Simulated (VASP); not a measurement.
# NaLiICl (P4/mmm) in VASP: notebook, part 2 of 2

VASP 6.6.1. The steps go on from the part before.

### 5 Single point, LDA (strain -0.040 along x and y, -0.080 along z)

INCAR

```
SYSTEM = NaLiICl
PREC = Accurate
ENCUT = 520
EDIFF = 1E-6
ISMEAR = 0
SIGMA = 0.05
LREAL = .FALSE.
LASPH = .TRUE.
NELM = 100
ALGO = Normal
ISIF = 2
LWAVE = .FALSE.
LCHARG = .FALSE.
NBANDS = 20
```

KPOINTS

```
regular mesh
0
G
  6 6 4
  0 0 0
```

POSCAR

```
NaLiICl
1.0
    3.9279705600      0.0000000000      0.0000000000
    0.0000000000      3.9279705600      0.0000000000
    0.0000000000      0.0000000000      5.7181164800
Na Li I Cl
1 1 1 1
Direct
    0.5000000000      0.5000000000      0.5000000000
    0.0000000000      0.0000000000      0.0000000000
    0.5000000000      0.5000000000      0.0000000000
    0.0000000000      0.0000000000      0.5000000000
```

Potentials or basis: VASP PAW LDA potentials, release 64 (Na_pv, Li_sv, I, Cl).

Command:

```sh
> cat potpaw_LDA.64/Na_pv/POTCAR potpaw_LDA.64/Li_sv/POTCAR potpaw_LDA.64/I/POTCAR potpaw_LDA.64/Cl/POTCAR > POTCAR
> mpirun -np 1 vasp_std > vasp.out
```

OUTCAR:

```text
SYSTEM = NaLiICl
   PREC = Accurate
   ENCUT = 520
   EDIFF = 1E-6
   ISMEAR = 0
   LREAL = .FALSE.
   LASPH = .TRUE.
   NELM = 100
   ISIF = 2

 ion  position               nearest neighbor table
   1  0.500  0.500  0.500-   3 2.86   3 2.86
   2  0.000  0.000  0.000-   3 2.78   3 2.78   3 2.78   3 2.78
   3  0.500  0.500  0.000-   2 2.78   2 2.78   2 2.78   2 2.78   1 2.86   1 2.86
   4  0.000  0.000  0.500-

  LATTYP: Found a simple tetragonal cell.
 ALAT       =     3.9279705600
 C/A-ratio  =     1.4557432121

  Lattice vectors:

 A1 = (   3.9279705600,   0.0000000000,   0.0000000000)
 A2 = (   0.0000000000,   3.9279705600,   0.0000000000)
 A3 = (   0.0000000000,   0.0000000000,   5.7181164800)

Analysis of symmetry for initial positions (statically):
=====================================================================
 Subroutine PRICEL returns:
 Original cell was already a primitive cell.

 Routine SETGRP: Setting up the symmetry group for a
 simple tetragonal supercell.

 Subroutine GETGRP returns: Found 16 space group operations
 (whereof 16 operations were pure point group operations)
 out of a pool of 16 trial point group operations.

The static configuration has the point symmetry D_4h.

Analysis of symmetry for dynamics (positions and initial velocities):
=====================================================================
 Subroutine PRICEL returns:
 Original cell was already a primitive cell.

 Routine SETGRP: Setting up the symmetry group for a
 simple tetragonal supercell.

 Subroutine GETGRP returns: Found 16 space group operations
 (whereof 16 operations were pure point group operations)
 out of a pool of 16 trial point group operations.

The dynamic configuration has the point symmetry D_4h.

 Subroutine INISYM returns: Found 16 space group operations
 (whereof 16 operations are pure point group operations),
 and found     1 'primitive' translations

----------------------------------------------------------------------------------------

                                     Primitive cell

  volume of cell :      88.2245

  direct lattice vectors                    reciprocal lattice vectors
     3.927970560  0.000000000  0.000000000     0.254584393  0.000000000  0.000000000
     0.000000000  3.927970560  0.000000000     0.000000000  0.254584393  0.000000000
     0.000000000  0.000000000  5.718116480     0.000000000  0.000000000  0.174882761

  length of vectors
     3.927970560  3.927970560  5.718116480     0.254584393  0.254584393  0.174882761

  position of ions in fractional coordinates (direct lattice)
     0.500000000  0.500000000  0.500000000
     0.000000000  0.000000000  0.000000000
     0.500000000  0.500000000  0.000000000
     0.000000000  0.000000000  0.500000000

  ion indices of the primitive-cell ions
   primitive index   ion index
                 1           1
                 2           2
                 3           3
                 4           4

----------------------------------------------------------------------------------------

 KPOINTS: regular mesh

Automatic generation of k-mesh.
 Grid dimensions read from file:
 generate k-points for:    6    6    4

 Generating k-lattice:

  Cartesian coordinates                     Fractional coordinates (reciprocal lattice)
     0.042430732  0.000000000  0.000000000     0.166666667  0.000000000  0.000000000
     0.000000000  0.042430732  0.000000000     0.000000000  0.166666667  0.000000000
     0.000000000  0.000000000  0.043720690     0.000000000  0.000000000  0.250000000

  Length of vectors
     0.042430732  0.042430732  0.043720690

  Shift w.r.t. Gamma in fractional coordinates (k-lattice)
     0.000000000  0.000000000  0.000000000

 Subroutine IBZKPT returns following result:
 ===========================================

 Found     30 irreducible k-points:

 Following reciprocal coordinates:
            Coordinates               Weight
  0.000000  0.000000  0.000000      1.000000
  0.166667  0.000000  0.000000      4.000000
  0.333333  0.000000  0.000000      4.000000
  0.500000  0.000000  0.000000      2.000000
  0.166667  0.166667  0.000000      4.000000
  0.333333  0.166667  0.000000      8.000000
[... 16 lines left out ...]
  0.333333  0.000000  0.500000      4.000000
  0.500000  0.000000  0.500000      2.000000
 [... further k-points ...]
   k-points           NKPTS =     30   k-points in BZ     NKDIM =     30   number of bands    NBANDS=     20
   number of dos      NEDOS =    301   number of ions     NIONS =      4
   total plane-waves  NPLWV =  43200
   dimension x,y,z NGX =    30 NGY =   30 NGZ =   48
   dimension x,y,z NGXF=    60 NGYF=   60 NGZF=   96
   ions per type =               1   1   1   1
   NGX,Y,Z   is equivalent  to a cutoff of  12.70, 12.70, 13.96 a.u.
   NGXF,Y,Z  is equivalent  to a cutoff of  25.39, 25.39, 27.91 a.u.
 SYSTEM =  NaLiICl
   PREC   = accura    normal or accurate (medium, high low for compatibility)
   ISTART =      0    job   : 0-new  1-cont  2-samecut
   ICHARG =      2    charge: 1-file 2-atom 10-const
   ISPIN  =      1    spin polarized calculation?
   LNONCOLLINEAR =      F non collinear calculations
   LSORBIT =      F    spin-orbit coupling
   LASPH  =      T    aspherical Exc in radial PAW
   ENCUT  =  520.0 eV  38.22 Ry    6.18 a.u.   7.30  7.30 10.63*2*pi/ulx,y,z
   NELM   =    100;   NELMIN=  2; NELMDL= -5     # of ELM steps
   EDIFF  = 0.1E-05   stopping-criterion for ELM
   LREAL  =      F    real-space projection
[... 7 lines left out ...]
   TEBEG  =    0.0;   TEEND  =   0.0 temperature during run
   PSTRESS=    0.0 pullay stress
   NELECT =      24.0000    total number of electrons
   NUPDOWN=      -1.0000    fix difference up-down
   EMIN   =  10.00;   EMAX   =-10.00  energy-range for DOS
   EFERMI =   0.00;   METHOD = LEGACY
   ISMEAR =     0;   SIGMA  =   0.05  broadening in eV -4-tet -1-fermi 0-gaus
   EFERMI_NEDOS =   21; number of points for ismear=-14 and -15
   IALGO  =     38    algorithm
   IMIX   =      4    mixing-type and parameters
     AMIX     =   0.40;   BMIX     =  1.00
     AMIX_MAG =   1.60;   BMIX_MAG =  1.00
  volume/ion in A,a.u.               =      22.06       148.84
  Fermi-wavevector in a.u.,A,eV,Ry     =   1.060756  2.004538 15.309315  1.125203
  Thomas-Fermi vector in A             =   2.196148
   LORBIT       =      0    0 simple, 1 ext, 2 COOP (PROOUT), +10 PAW based schemes
   GGA     = CA    functional components
   LHFCALC =     F    Hartree Fock is set to
   AEXX    =    0.0000 exact exchange contribution
   IVDW    =     0    specifies the selected vdW correction
   LEPSILON=     F    determine dielectric tensor
   LRPA    =     F    only Hartree local field effects (RPA)
 non-spin polarized calculation
 Gauss-broadening in eV      SIGMA  =   0.05
  energy-cutoff  :      520.00
  volume of cell :       88.22
 maximum number of plane-waves:      2406
 NGX is ok and might be reduce to    30
   NGX = 15   NGY = 15   NGZ = 21

 number of electron      23.9999997 magnetization

 Free energy of the ion-electron system (eV)
  ---------------------------------------------------
  ext. energy  EPLUGINS =         0.00000000
  ---------------------------------------------------
  free energy    TOTEN  =       -13.70989810 eV

  energy without entropy =      -13.70989810  energy(sigma->0) =      -13.70989810

 E-fermi :   2.2400     XC(G=0):  -9.0568

 val. band max:        1.9522826906   @ k =   0.5000   0.0000   0.5000
 cond. band min:       6.3825754245   @ k =   0.0000   0.0000   0.0000
 fundamental gap:      4.4302927339
 Fermi energy:         2.2400291496

 k-point     1 :       0.0000    0.0000    0.0000
  band No.  band energies     occupation
      1     -42.0231      2.00000
      2     -19.9169      2.00000
      3     -19.8494      2.00000
      4     -19.8494      2.00000
      5     -11.5278      2.00000
      6      -9.7188      2.00000
[... 12 lines left out ...]
     19      11.7219      0.00000
     20      13.0904      0.00000

 k-point     2 :       0.1667    0.0000    0.0000
  band No.  band energies     occupation
      1     -42.0229      2.00000
      2     -19.9166      2.00000
      3     -19.8547      2.00000
      4     -19.8487      2.00000
      5     -11.4754      2.00000
      6      -9.6651      2.00000
[... 498 lines left out ...]
 k-point    24 :       0.5000    0.0000    0.5000
  band No.  band energies     occupation
      1     -42.0226      2.00000
      2     -19.9174      2.00000
      3     -19.8705      2.00000
      4     -19.8468      2.00000
      5     -11.3098      2.00000
      6      -9.4472      2.00000
[... 12 lines left out ...]
     19      12.3947      0.00000
     20      12.9119      0.00000

 [... further k-points ...]
[... 5 lines left out ...]
  --------------------------------------------------------------------------------------
  -------------------------------------------------------------------------------------
  Total        0.5541607      0.5541607      1.2819491      0.0000000      0.0000000      0.0000000
  in kB       10.0636804     10.0636804     23.2804794      0.0000000      0.0000000      0.0000000
  external PRESSURE =      14.4692800 kB  Pullay stress =       0.0000000 kB

 VOLUME and BASIS-vectors are now :
 -----------------------------------------------------------------------------
  energy-cutoff  :      520.00
  volume of cell :       88.22
      direct lattice vectors                 reciprocal lattice vectors
     3.927970560  0.000000000  0.000000000     0.254584393  0.000000000  0.000000000
     0.000000000  3.927970560  0.000000000     0.000000000  0.254584393  0.000000000
     0.000000000  0.000000000  5.718116480     0.000000000  0.000000000  0.174882761

 POSITION                                       TOTAL-FORCE (eV/Angst)
 -----------------------------------------------------------------------------------
      1.96399      1.96399      2.85906         0.000000      0.000000      0.000000
      0.00000      0.00000      0.00000         0.000000      0.000000      0.000000
      1.96399      1.96399      0.00000         0.000000      0.000000      0.000000
      0.00000      0.00000      2.85906         0.000000      0.000000      0.000000
 -----------------------------------------------------------------------------------
    total drift:                                0.000000      0.000000      0.000000

  FREE ENERGIE OF THE ION-ELECTRON SYSTEM (eV)
  ---------------------------------------------------
  free  energy   TOTEN  =       -13.7098981001 eV

  energy  without entropy=      -13.7098981001  energy(sigma->0) =      -13.70989810
```

stdout:

```text
POSCAR found type information on POSCAR NaLiI Cl
 POSCAR found :  4 types and       4 ions
 scaLAPACK will be used
 LDA part: xc-table for (Slater(with rela. corr.)+CA(PZ))
 , standard interpolation
 POSCAR, INCAR and KPOINTS ok, starting setup
 FFT: planning ... GRIDC
 FFT: planning ... GRID_SOFT
 FFT: planning ... GRID
 WAVECAR not read
 entering main loop
```

Wall time 17 s (1 thread of Intel Xeon 6975P-C (Granite Rapids), shared host); peak memory 0.2 GiB.

Results:

```yaml
Free_energy: -13.7099 eV
Band_gap_on_the_k_mesh: 4.43 eV, indirect (least direct gap 4.54 eV)
```

Caveat: the cell differs from its parent crystal (strain -0.040 along x and y, -0.080 along z); the cutoff is under 1.25 times the usual one of these potentials, so pressure, stress and relaxed cells hold a basis-set (Pulay) error; spin-orbit coupling is left out, which moves the levels of the heavy elements.

### 6 Summary

```tsv
cell	gap on the mesh (eV)
a = 3.764, b = 3.764, c = 5.718 Å, 4 atoms	4.20
a = 3.764, b = 3.764, c = 5.967 Å, 4 atoms	4.06
a = 3.764, b = 3.764, c = 6.215 Å, 4 atoms	3.96
a = 3.928, b = 3.928, c = 5.718 Å, 4 atoms	4.43
```

Alike in all rows: task single point; level LDA; potentials or basis VASP PAW LDA potentials, release 64 (Na_pv, Li_sv, I, Cl); no spin polarisation; k mesh 6 × 6 × 4; cutoff (eV) 520; smearing gaussian 0.05 eV.

Caveats: the cutoff is under 1.25 times the usual one of these potentials, so pressure, stress and relaxed cells hold a basis-set (Pulay) error; spin-orbit coupling is left out, which moves the levels of the heavy elements.

Total energies depend on the potentials used, so only differences within one code and one set of settings carry meaning.
